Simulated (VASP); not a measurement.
The system is SiC.

```
C Si
1.0
     1.26693    0.73146    7.17825
    -1.26693    0.73146    7.17825
     0.00000   -1.46293    7.17825
C Si
2 2
Direct
  0.17672 0.17672 0.17672
  0.82328 0.82328 0.82328
  0.72860 0.72860 0.72860
  0.27140 0.27140 0.27140
```

Base run:

* Program: VASP 6.6.1
* Functional: PBE
* Potentials or basis: VASP PAW PBE potentials, release 64 (C, Si)
* Cutoff: 600 eV
* k mesh: 8 × 8 × 8
* Occupations: fermi-dirac, width 0.02 eV
* Spin: no spin polarisation

Its results: band gap on the k mesh zero (bands 8 and 9 overlap by 6.50 eV); pressure 3.3 GPa; largest force 0.279 eV/Å.

Q: The run is repeated on the same cell with these changes: functional from PBE to r2SCAN; cutoff from 600 eV to 660 eV. What comes out?

A: Band gap on the k mesh zero (bands 8 and 9 overlap by 6.83 eV); pressure 0.4 GPa; largest force 0.122 eV/Å.

Caveats: the cell stands under pressure (at least some runs); the PAW data sets were made with another functional, which shifts forces and pressure a little (at least some runs).
